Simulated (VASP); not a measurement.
# Si (C2/m) in VASP: further runs, part 2 of 2

VASP 6.6.1. Earlier steps stand in the parts before.

### 4 Single point, r2SCAN (the part above a cut slid along it)

File POSCAR:

```
Si
1.0
    2.7154700000     -2.7154700000      0.0000000000
    2.7154700000      0.0000000000     -2.7154700000
    9.9565423020      3.1681388490      3.1681388490
Si
6
Direct
    0.2153236100      0.2153236100      0.5416333333
    0.8264236100     -0.1735763900      0.2083000000
   -0.3957763900     -0.3957763900      0.8749666667
    0.0069986100      0.0069986100      0.7916333333
    0.6180986100      0.6180986100      0.4583000000
    0.2291986100      0.2291986100      0.1249666667
```

File INCAR.step1:

```
SYSTEM = Si
PREC = Accurate
ENCUT = 520
ISMEAR = 0
SIGMA = 0.05
LREAL = .FALSE.
LASPH = .TRUE.
NELM = 60
NBANDS = 21
GGA = PE
ALGO = Normal
EDIFF = 1E-4
LWAVE = .TRUE.
LCHARG = .FALSE.
```

File INCAR.step2:

```
SYSTEM = Si
PREC = Accurate
ENCUT = 520
EDIFF = 1E-6
ISMEAR = 0
SIGMA = 0.05
LREAL = .FALSE.
LASPH = .TRUE.
NELM = 60
ALGO = Normal
ISIF = 2
LWAVE = .FALSE.
LCHARG = .FALSE.
METAGGA = R2SCAN
LMIXTAU = .TRUE.
NBANDS = 21
ISTART = 1
```

File KPOINTS:

```
Automatic mesh
0
G
  8 8 3
  0 0 0
```

Potentials or basis: VASP PAW PBE potentials, release 64 (Si).

Run with:

```console
cat potpaw_PBE.64/Si/POTCAR > POTCAR
cp INCAR.step1 INCAR
mpirun -np 1 vasp_std > vasp.out
cp INCAR.step2 INCAR
mpirun -np 1 vasp_std > vasp.out
```

OUTCAR:

```text
SYSTEM = Si
   PREC = Accurate
   ENCUT = 520
   EDIFF = 1E-6
   ISMEAR = 0
   LREAL = .FALSE.
   LASPH = .TRUE.
   NELM = 60
   ISIF = 2
   METAGGA = R2SCAN
   ISTART = 1

 ion  position               nearest neighbor table
   1  0.215  0.215  0.542-   5 2.35   5 2.35   4 2.35   5 2.35
   2  0.826  0.826  0.208-   6 2.35   6 2.35   5 2.35   6 2.35
   3  0.604  0.604  0.875-   4 2.35   4 2.35   4 2.35   6 2.60
   4  0.007  0.007  0.792-   3 2.35   1 2.35   3 2.35   3 2.35
   5  0.618  0.618  0.458-   1 2.35   1 2.35   2 2.35   1 2.35
   6  0.229  0.229  0.125-   2 2.35   2 2.35   2 2.35   3 2.60

  LATTYP: Found a base centered monoclinic cell.
 ALAT       =     6.6515159118
 B/A-ratio  =     0.5773502692
 C/A-ratio  =     1.4240045260
 COS(beta)  =    -0.1170642347

  Lattice vectors:

 A1 = (   2.7154700000,  -2.7154700000,   0.0000000000)
 A2 = (   2.7154700000,   0.0000000000,  -2.7154700000)
 A3 = (   4.5256023020,   5.8836088490,   5.8836088490)

Analysis of symmetry for initial positions (statically):
=====================================================================
 Subroutine PRICEL returns:
 Original cell was already a primitive cell.

[... 179 lines left out ...]

 E-fermi :   5.8130     XC(G=0):  -9.8944

 val. band max:        5.7638957004   @ k =  -0.3750   0.5000   0.3333
 cond. band min:       5.8239832096   @ k =   0.0000   0.0000   0.0000
 fundamental gap:      0.0600875093
 Fermi energy:         5.8130346370

 k-point     1 :       0.0000    0.0000    0.0000
  band No.  band energies     occupation
      1      -6.7521      2.00000
      2      -5.3695      2.00000
      3      -5.2702      2.00000
      4       0.1656      2.00000
      5       0.4904      2.00000
      6       4.5200      2.00000
[... 565 lines left out ...]
     20      11.4338      0.00000
     21      11.9641      0.00000

 [... further k-points ...]
[... 5 lines left out ...]
  --------------------------------------------------------------------------------------
  -------------------------------------------------------------------------------------
  Total        2.1694080     -1.9145416     -1.9145416      1.1587347     -2.3450255      1.1587324
  in kB       28.9311398    -25.5322517    -25.5322517     15.4528398    -31.2731680     15.4528101
  external PRESSURE =      -7.3777879 kB  Pullay stress =       0.0000000 kB

 VOLUME and BASIS-vectors are now :
 -----------------------------------------------------------------------------
  energy-cutoff  :      520.00
  volume of cell :      120.14
      direct lattice vectors                 reciprocal lattice vectors
     2.715470000 -2.715470000  0.000000000     0.071608230 -0.296652145  0.071608230
     2.715470000  0.000000000 -2.715470000     0.071608230  0.071608230 -0.296652145
     9.956542302  3.168138849  3.168138849     0.061376729  0.061376729  0.061376729

 POSITION                                       TOTAL-FORCE (eV/Angst)
 -----------------------------------------------------------------------------------
      6.56220      1.13126      1.13126        -0.193186      0.027737      0.027737
      6.56220     -1.58421     -1.58421        -0.217734      0.113607      0.113607
     11.99314      1.13126      1.13126        -0.671852      0.881164      0.881164
      7.91994      2.48900      2.48900         0.217734     -0.113607     -0.113607
      7.91994     -0.22647     -0.22647         0.193186     -0.027737     -0.027737
      2.48900     -0.22647     -0.22647         0.671852     -0.881164     -0.881164
 -----------------------------------------------------------------------------------
    total drift:                                0.000002      0.000003      0.000003

  FREE ENERGIE OF THE ION-ELECTRON SYSTEM (eV)
  ---------------------------------------------------
  free  energy   TOTEN  =       -51.9150599962 eV

  energy  without entropy=      -51.9141058076  energy(sigma->0) =      -51.91458290
```

OSZICAR.step1:

```text
N       E                     dE             d eps       ncg     rms          rms(c)
DAV:   1     0.455493203174E+02    0.45549E+02   -0.91991E+03  2394   0.936E+02
DAV:   2    -0.289016263830E+02   -0.74451E+02   -0.70981E+02  3045   0.138E+02
DAV:   3    -0.323840597187E+02   -0.34824E+01   -0.34508E+01  3164   0.271E+01
DAV:   4    -0.324277633641E+02   -0.43704E-01   -0.43662E-01  3180   0.372E+00
DAV:   5    -0.324283778188E+02   -0.61445E-03   -0.61442E-03  3117   0.437E-01    0.824E+00
DAV:   6    -0.320415571765E+02    0.38682E+00   -0.23347E-01  2991   0.210E+00    0.495E+00
DAV:   7    -0.318915973403E+02    0.14996E+00   -0.38515E-01  2891   0.263E+00    0.443E-01
DAV:   8    -0.318923535121E+02   -0.75617E-03   -0.26030E-02  3008   0.838E-01    0.268E-01
DAV:   9    -0.318929479293E+02   -0.59442E-03   -0.31220E-03  2955   0.259E-01    0.981E-02
DAV:  10    -0.318931332578E+02   -0.18533E-03   -0.23854E-04  2847   0.760E-02    0.562E-02
DAV:  11    -0.318932379130E+02   -0.10466E-03   -0.99843E-05  2293   0.535E-02    0.833E-03
DAV:  12    -0.318932430840E+02   -0.51710E-05   -0.89930E-06  1617   0.173E-02
   1 F= -.31893243E+02 E0= -.31892780E+02  d E =-.925308E-03
```

Run time: 6.3 min. Hardware: 1 thread of Intel Xeon Platinum 8488C (Sapphire Rapids), shared host; peak memory 0.32 GiB.

What came out:

```yaml
Free_energy: -51.9151 eV
Pressure: -0.7 GPa
Largest_force: 1.416 eV/Å
Band_gap_on_the_k_mesh: zero (bands 12 and 13 overlap by 0.78 eV)
```

Forces in eV/Å, atoms in the order of the input:
```
Si  -0.193  0.028  0.028
Si  -0.218  0.114  0.114
Si  -0.672  0.881  0.881
Si   0.218 -0.114 -0.114
Si   0.193 -0.028 -0.028
Si   0.672 -0.881 -0.881
```

Caveat: the cell differs from its parent crystal (the part above a cut slid along it); the stress differs along the axes, from -3 to 3 GPa; semilocal functionals underestimate gaps, and a narrow one can read as zero; the PAW data sets were made with another functional, which shifts forces and pressure a little.

### 5 Overview

```tsv
cell	gap on the mesh (eV)	pressure (GPa)	largest force (eV/Å)
a = 3.840, b = 3.840, c = 9.472 Å, angles 84.2, 84.2, 60.0°, 6 atoms	none	-0.6	1.33
a = 3.840, b = 3.840, c = 9.977 Å, angles 73.2, 73.2, 60.0°, 6 atoms	none	-1.3	0.42
a = 3.840, b = 3.840, c = 10.918 Å, angles 63.9, 63.9, 60.0°, 6 atoms	none	-0.7	1.42
```

Alike in all rows: task single point; level r2SCAN; potentials or basis VASP PAW PBE potentials, release 64 (Si); no spin polarisation; k mesh 8 × 8 × 3; cutoff (eV) 520; smearing gaussian 0.05 eV.

Caveats: the PAW data sets were made with another functional, which shifts forces and pressure a little; semilocal functionals underestimate gaps, and a narrow one can read as zero (at least some runs); the stress differs along the axes, from -7 to 3 GPa (at least some runs); the stress differs along the axes, from -3 to 3 GPa (at least some runs).

Absolute energies hang on the potentials; compare differences alone.

The gap in the log of VASP goes by the Fermi energy; the results here count the filled bands.